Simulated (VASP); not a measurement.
Input of a VASP 6.6.1 run:

Contents of INCAR:

```
  ALGO = Normal
  EDIFF = 1E-6
  EDIFFG = -0.01
  ENCUT = 600
  GGA = PE
  IBRION = 2
  ISIF = 3
  ISMEAR = 0
  LASPH = T
  LCHARG = F
  LREAL = F
  LWAVE = F
  NELM = 80
  NSW = 100
  PREC = Accurate
  SIGMA = 0.1
```

KPOINTS

```
k-points
0
Gamma
  12 12 12
```

POSCAR

```
CdSe
1.0
    4.4703174389      0.0000000000      0.0000000000
   -2.2351587195      3.8714084651      0.0000000000
    0.0000000000      0.0000000000      4.9079392316
Cd Se
1 1
Direct
    0.0000000000      0.0000000000      0.5000000000
    0.0000000000      0.0000000000      0.0000000000
```

Potentials or basis: VASP PAW PBE potentials, release 64 (Cd, Se).

Run with:

```bash
$ cat potpaw_PBE.64/Cd/POTCAR potpaw_PBE.64/Se/POTCAR > POTCAR
$ mpirun -np 1 vasp_std > vasp.out
```

Question: What does it give for the band gap on the k mesh?

Answer: Zero (bands 9 and 10 overlap by 0.25 eV).

Question: Predict the relaxed cell.

Answer: a = 5.423 Å, b = 5.423 Å, c = 4.832 Å, α = 90.00°, β = 90.00°, γ = 120.00°.

Question: Predict the relaxed volume.

Answer: 61.55 Å³/atom.

Question: Estimate the space group after relaxing (to 0.1 Å).

Answer: P6/mmm (No. 191).

Final structure:
```
Cd Se
1.0
     5.42345    0.00000    0.00000
    -2.71173    4.69685    0.00000
     0.00000    0.00000    4.83216
Cd Se
1 1
Direct
  0.00000 0.00000 0.50000
  0.00000 0.00000 0.00000
```

Caveat: the volume moved by over 15 % at a fixed basis, so the end points are rough; semilocal functionals underestimate gaps, and a narrow one can read as zero.
